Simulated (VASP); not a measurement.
H2CSO: single point with PBEsol

System: H2CSO.

```xyz
25
Lattice="7.9817 0.0000 0.0000 0.0000 7.9817 0.0000 0.0000 0.0000 7.9817" Properties=species:S:1:pos:R:3 pbc="T T T"
O     6.6039    1.8961    1.1698
O     4.1459    0.1710    5.1689
O     2.7265    5.5406    3.2318
O    -0.2740    2.0642    5.6359
O     2.1848    8.3113    6.6324
C     6.8581    2.9814    1.5518
C     4.3842    1.2277    4.8571
C     3.1510    6.1211    2.3241
C     0.3863    2.9649    5.8931
C     1.2079    7.7330    6.4016
S     7.1753    4.4487    2.0862
S     4.7054    2.6399    4.3884
S     3.6758    6.9710    1.1030
S     1.3092    4.1522    6.2481
S    -0.1120    6.8727    6.2058
H    -0.1520    7.3922    3.4998
H    -0.7238    7.4515    2.9283
H     1.3508    0.6248    1.1575
H     0.7192    0.5970    1.4454
H     3.1597    3.1784    1.1163
H     3.0976    3.9076    1.1287
H     6.0063    4.9434    4.7400
H     5.6463    5.0626    5.3363
H     5.6007    3.3415    7.4614
H     5.5662    3.8123    6.8144
```

```
Program             : VASP 6.6.1
Task                : single point
Functional          : PBEsol
Potentials or basis : VASP PAW PBE potentials, release 64 (O, C, S, H)
Cutoff              : 520 eV
k mesh              : 1 × 1 × 1
Occupations         : fermi-dirac, width 0.02 eV
Spin                : no spin polarisation
```

| Item | Value |
| --- | --- |
| Pressure | 1.8 GPa |
| Largest force | 5.407 eV/Å |

Forces on the atoms (eV/Å):
```
O    0.135  0.566  0.166
O   -0.749 -5.181  1.353
O   -0.455 -0.815  1.154
O   -2.051 -2.505 -0.777
O    0.882  0.983  0.314
C    0.138  0.922  0.551
C    0.806  3.183 -1.220
C    0.678  1.440 -1.688
C    1.918  1.955  0.688
C   -2.562 -1.544 -0.051
S   -0.251 -1.477 -0.594
S    0.216  1.739 -0.611
S   -0.117 -0.604  0.642
S    0.292  0.193  0.155
S    1.159  0.940  0.013
H   -1.045  0.064 -0.967
H    0.961 -0.094  0.914
H    2.421  0.132 -1.070
H   -2.384 -0.086  1.065
H    0.090 -1.031 -0.004
H   -0.068  0.949 -0.039
H    1.130 -0.232 -1.781
H   -1.066  0.501  1.741
H   -0.114  0.751 -1.015
H    0.036 -0.750  1.062
```

Stress tensor (GPa, compression positive):
```
 1.49  0.92 -0.78
 0.92  3.20 -0.62
-0.78 -0.62  0.85
```

Levels at points of the mesh, in eV from the Fermi level:
```tsv
k point	band 43	band 44	band 45	band 46	band 47	band 48
(0.00, 0.00, 0.00)	-0.87	-0.79	-0.50	3.95	4.03	4.21
```

Run time: 31 s on 1 thread of Intel(R) Xeon(R) 6975P-C (Granite Rapids), with other jobs on the host, peak memory 0.47 GiB.

Caveat: the k points lie up to 0.79 Å⁻¹ apart; the PAW data sets were made with another functional, which shifts forces and pressure a little.
